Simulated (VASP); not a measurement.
Set up this calculation in VASP 6.6.1, as the native input.

| Item | Value |
| --- | --- |
| Task | single point |
| Functional | LDA |
| Potentials or basis | VASP PAW LDA potentials, release 64 (Ca_sv, Os, O) |
| Cutoff | 600 eV |
| k mesh | 3 × 3 × 3 |
| Occupations | methfessel-paxton, width 0.1 eV |
| Spin | no spin polarisation |
| Dipole correction | no |
| Further INCAR settings | ALGO = Normal; EDIFF = 1e-06; NBANDS = 26 |

The structure of CaOsO3 lies in POSCAR:

```
CaOsO3
1.0
    3.9521600000      0.0000000000      0.0000000000
    0.0000000000      3.9521600000      0.0000000000
    0.0000000000      0.0000000000      3.9521600000
Ca Os O
1 1 3
Direct
    0.0000000000      0.0000000000      0.0000000000
    0.5000000000      0.5000000000      0.5000000000
    0.5000000000      0.5000000000      0.0000000000
    0.0000000000      0.5000000000      0.5000000000
    0.5000000000      0.0000000000      0.5000000000
```

These files were run (other wordings do the same):

INCAR

```
PREC = Accurate
ENCUT = 600
EDIFF = 1E-6
ISMEAR = 1
SIGMA = 0.1
LREAL = F
LASPH = T
NELM = 120
ALGO = Normal
ISIF = 2
LWAVE = F
LCHARG = T
GGA = CA
LELF = T
LVHAR = T
NBANDS = 26
GGA_COMPAT = F
```

KPOINTS

```
regular mesh
0
Gamma
  3 3 3
```

Potentials or basis: VASP PAW LDA potentials, release 64 (Ca_sv, Os, O).

Launch:

```console
$ cat potpaw_LDA.64/Ca_sv/POTCAR potpaw_LDA.64/Os/POTCAR potpaw_LDA.64/O/POTCAR > POTCAR
$ mpirun -np 1 vasp_std > vasp.out
```

Results of the run:

```
Pressure               : -11.5 GPa
Band gap on the k mesh : zero (band 18 reaches 5.88 eV, above the bottom of band 19 at 2.63 eV)
```

Caveat: the k points lie up to 0.53 Å⁻¹ apart; spin-orbit coupling is left out, which moves the levels of the heavy elements.

It took 11 s on 1 thread of Intel Xeon 8259CL (shared host), peak memory 0.16 GiB.
